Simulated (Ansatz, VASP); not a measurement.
## Rb in VASP and in Ansatz

The input POSCAR:

```
Rb
1.0
   -2.8421391500      2.8421391500      2.8421391500
    2.8421391500     -2.8421391500      2.8421391500
    2.8421391500      2.8421391500     -2.8421391500
Rb
1
Direct
    0.0000000000      0.0000000000      0.0000000000
```

Contents of INCAR.step1:

```
ALGO = Normal
EDIFF = 1E-4
ENCUT = 520
GGA = PE
ISMEAR = 1
LASPH = True
LCHARG = False
LREAL = False
LWAVE = True
NBANDS = 10
NELM = 80
PREC = Accurate
SIGMA = 0.1076
```

Contents of INCAR.step2:

```
ALGO = Normal
EDIFF = 1E-6
ENCUT = 520
ISIF = 2
ISMEAR = 1
ISTART = 1
LASPH = True
LCHARG = True
LELF = True
LMIXTAU = True
LREAL = False
LVHAR = True
LWAVE = False
METAGGA = R2SCAN
NBANDS = 10
NELM = 80
PREC = Accurate
SIGMA = 0.1076
```

The input KPOINTS:

```
k-points
0
Gamma
  8 8 8
```

Input for Ansatz:

```yaml
crystal:
  lattice:
    - [-2.84213915, 2.84213915, 2.84213915]
    - [2.84213915, -2.84213915, 2.84213915]
    - [2.84213915, 2.84213915, -2.84213915]
  atoms:
    - { symbol: Rb, position: [0.0, 0.0, 0.0] }
  symmetry: { tolerance: 0.0003 }
kpoints:
  mp_grid: { grid: [8, 8, 8], shift: [0, 0, 0] }
  band_path:
    path:
      - [0.0, 0.0, 0.0]
      - [0.5, -0.5, 0.5]
      - [0.0, 0.0, 0.5]
      - [0.0, 0.0, 0.0]
      - [0.25, 0.25, 0.25]
      - [0.5, -0.5, 0.5]
      - [0.25, 0.25, 0.25]
      - [0.0, 0.0, 0.5]
    npoints: 8
magnetization:
  spin_polarized: false
scf:
  occupations: { method: methfessel_paxton, width: 0.1076 }
  lower_state_search: "off"
  max_iter: 200
hamiltonian:
  pseudopotentials: { kind: paw }
  xc: r2scan
basis:
  ecutwfc: 500
  fft_grid_basis: typed
output:
  forces: true
  stress: true
  eigenvalues: true
  bader: true
  populations: true
  elf: true
  write_potential: true
  volumetric_format: npy
  dos:
    e_range: [-12, 8]
    de: 0.05
    projected: { site_lists: { Rb: [Rb] } }
checkpoint:
  read: saved_state
```

Alike in both runs: task single point; functional r2SCAN; k mesh 8 × 8 × 8; occupations methfessel-paxton of order 1, width 0.1076 eV; no spin polarisation.

|  | VASP | Ansatz |
| --- | --- | --- |
| version | VASP 6.6.1 | Ansatz 0.2.0 |
| potentials or method | VASP PAW PBE potentials, release 64 (Rb_sv), cutoff 520 eV | PAW plane waves |
| valence electrons in the cell | 9 | 9 |

|  | VASP | Ansatz | Ansatz less VASP |
| --- | --- | --- | --- |
| pressure (GPa) | 0.1 | 0.1 | -0.01 |

VASP's potentials were made for PBE, not for r2SCAN.
